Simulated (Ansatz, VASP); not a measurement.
CsBr in VASP and in Ansatz

The input INCAR:

```
ALGO = Normal
EDIFF = 1E-6
ENCUT = 500
GGA = PE
GGA_COMPAT = False
ISIF = 2
ISMEAR = -1
LASPH = True
LCHARG = True
LELF = True
LREAL = False
LVHAR = True
LWAVE = False
NBANDS = 15
NELM = 120
PREC = Accurate
SIGMA = 0.1
```

KPOINTS

```
k-points
0
Gamma
  11 11 11
```

POSCAR

```
CsBr
1.0
    3.7011708484      0.0000000000      0.0000000000
    0.0000000000      3.7011708484      0.0000000000
    0.0000000000      0.0000000000      3.7011708484
Cs Br
1 1
Direct
    0.0000000000      0.0000000000      0.0000000000
    0.5000000000      0.5000000000      0.5000000000
```

Input for Ansatz:

```yaml
crystal:
  lattice:
    - [3.7011708484, 0.0, 0.0]
    - [0.0, 3.7011708484, 0.0]
    - [0.0, 0.0, 3.7011708484]
  atoms:
    - { symbol: Cs, position: [0.0, 0.0, 0.0] }
    - { symbol: Br, position: [0.5, 0.5, 0.5] }
kpoints:
  mp_grid: { grid: [11, 11, 11] }
scf:
  occupations: { method: fermi_dirac, width: 0.1 }
hamiltonian:
  xc: pbe
  pseudopotentials: { kind: paw }
output:
  forces: true
  stress: true
  eigenvalues: true
  populations: true
```

Change from the starting cell: volume scaled by 0.6, PAW files.

Alike in both runs: task single point; functional PBE; k mesh 11 × 11 × 11; occupations fermi-dirac, width 0.1 eV; no spin polarisation.

|  | VASP | Ansatz |
| --- | --- | --- |
| version | VASP 6.6.1 | Ansatz 0.2.0 |
| potentials or method | VASP PAW PBE potentials, release 64 (Cs_sv, Br) | PAW with Ansatz's default frozen-core files, scalar-relativistic |
| plane-wave cutoff (eV) | 500 | 420 |
| valence electrons in the cell | 16 | 16 |

Ansatz gave:

- pressure (GPa): 22.8

Task: What did VASP give for the same quantities?

Result: Pressure (GPa): 23.3.

Neither program's run includes spin-orbit coupling.
